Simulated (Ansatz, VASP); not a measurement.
## One calculation of SiCl, two programs

The input INCAR:

```
SYSTEM = SiCl
PREC = Accurate ; ENCUT = 600
EDIFF = 1E-6 ; ISMEAR = 0
SIGMA = 0.1 ; LREAL = .False.
LASPH = .True. ; NELM = 80
ALGO = Normal ; ISIF = 3
LWAVE = .False. ; LCHARG = .False.
GGA = PE ; IBRION = 2
NSW = 100 ; EDIFFG = -0.01
```

KPOINTS

```
regular mesh
0
Gamma
  18 18 14
  0 0 0
```

File POSCAR:

```
SiCl
1.0
    3.1935381067      0.0000000000      0.0000000000
    0.0000000000      3.1935381067      0.0000000000
    0.0000000000      0.0000000000      4.1858160184
Si Cl
1 1
Direct
    0.5000000000      0.5000000000      0.5000000000
    0.0000000000      0.0000000000      0.0000000000
```

Input for Ansatz:

```yaml
crystal:
  lattice:
    - [3.1935381067, 0.0, 0.0]
    - [0.0, 3.1935381067, 0.0]
    - [0.0, 0.0, 4.1858160184]
  atoms:
    - { symbol: Si, position: [0.5, 0.5, 0.5] }
    - { symbol: Cl, position: [0.0, 0.0, 0.0] }
basis:
  ecutwfc: 420
kpoints:
  mp_grid: { grid: [18, 18, 14] }
hamiltonian:
  xc: pbe
scf:
  occupations: { method: gaussian, width: 0.1 }
output:
  forces: true
  stress: true
  eigenvalues: true
  write_density: true
  write_potential: true
  elf: true
  volumetric_format: npy
relax:
  adjacent_minimum: "off"
  f_tol: 0.01
  max_steps: 80
  cell: { stress_tol: 0.05 }
```

Alike in both runs: task relaxation of cell and atoms; functional PBE; k mesh 18 × 18 × 14; occupations gaussian, width 0.1 eV; no spin polarisation.

|  | VASP | Ansatz |
| --- | --- | --- |
| version | VASP 6.6.1 | Ansatz 0.2.0 |
| potentials or method | VASP PAW PBE potentials, release 64 (Si, Cl), cutoff 600 eV | scalar-relativistic, plane waves, PAW |
| valence electrons in the cell | 11 | 11 |

```csv
,VASP,Ansatz,Ansatz less VASP
"gap on the k mesh at the Fermi level, each at its own relaxed structure (eV)",none,none,-
relaxed volume (Å³/atom),19.48,19.50,+0.028
relaxed length of the cell vector where the two differ most in proportion (Å),3.058,3.060,+0.0026
```

A gap of «none» marks a metal or a gap that the smearing closes.
